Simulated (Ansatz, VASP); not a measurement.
ZnS in VASP and in Ansatz

The input INCAR:

```
ALGO = Normal ; EDIFF = 1E-6
ENCUT = 520 ; GGA = PE
ISIF = 2 ; ISMEAR = 0
LASPH = True ; LCHARG = False
LREAL = False ; LWAVE = False
NBANDS = 66 ; NELM = 60
PREC = Accurate ; SIGMA = 0.05
```

The input KPOINTS:

```
k-points
0
Gamma
  5 7 3
```

File POSCAR:

```
ZnS
1.0
    5.4431279699      0.0000000000      0.0000000000
    0.0000000000      2.7215639849     -2.7215639849
    0.0000000000      8.8717987360      8.8717987360
Zn S
6 6
Direct
    0.5000000000      0.5000000000      0.0766760990
    0.0000000000      0.0000000000      0.2300589735
    0.5000000000      0.5000000000      0.3834418481
    0.0000000000      0.0000000000      0.5368247226
    0.5000000000      0.5000000000      0.6902075971
    0.0000000000      0.0000000000      0.8435904717
    0.7500000000      0.0000000000      0.3834418481
    0.2500000000      0.5000000000      0.5368247226
    0.7500000000      0.0000000000      0.6902075971
    0.2500000000      0.5000000000      0.8435904717
    0.7500000000      0.0000000000      0.0766760990
    0.2500000000      0.5000000000      0.2300589735
```

Input for Ansatz:

```yaml
crystal:
  lattice:
    - [5.4431279699, 0.0, 0.0]
    - [0.0, 2.7215639849, -2.7215639849]
    - [0.0, 8.871798736, 8.871798736]
  atoms:
    - { symbol: Zn, position: [0.5, 0.5, 0.076676099] }
    - { symbol: Zn, position: [0.0, 0.0, 0.2300589735] }
    - { symbol: Zn, position: [0.5, 0.5, 0.3834418481] }
    - { symbol: Zn, position: [0.0, 0.0, 0.5368247226] }
    - { symbol: Zn, position: [0.5, 0.5, 0.6902075971] }
    - { symbol: Zn, position: [0.0, 0.0, 0.8435904717] }
    - { symbol: S, position: [0.75, 0.0, 0.3834418481] }
    - { symbol: S, position: [0.25, 0.5, 0.5368247226] }
    - { symbol: S, position: [0.75, 0.0, 0.6902075971] }
    - { symbol: S, position: [0.25, 0.5, 0.8435904717] }
    - { symbol: S, position: [0.75, 0.0, 0.076676099] }
    - { symbol: S, position: [0.25, 0.5, 0.2300589735] }
basis:
  ecutwfc: 420
kpoints:
  mp_grid: { grid: [5, 7, 3] }
hamiltonian:
  xc: pbe
scf:
  occupations: { method: gaussian, width: 0.05 }
output:
  forces: true
  stress: true
  eigenvalues: true
```

Alike in both runs: task single point; functional PBE; k mesh 5 × 7 × 3; occupations gaussian, width 0.05 eV; no spin polarisation.

|  | VASP | Ansatz |
| --- | --- | --- |
| version | VASP 6.6.1 | Ansatz 0.2.0 |
| potentials or method | VASP PAW PBE potentials, release 64 (Zn, S), cutoff 520 eV | scalar-relativistic, plane waves, PAW |
| valence electrons in the cell | 108 | 108 |

```csv
,VASP,Ansatz,Ansatz less VASP
gap on the k mesh at the Fermi level (eV),1.59,1.59,+0.003
least direct gap on the mesh (eV),1.59,1.59,+0.003
pressure (GPa),-1.5,-1.6,-0.13
"traceless stress, the component that is largest in VASP (GPa)",-0.87,-0.86,+0.015
rms of the force components (eV/Å),0.308,0.305,-0.0027
```

Atom by atom the forces differ by 0.004 eV/Å (rms over components).
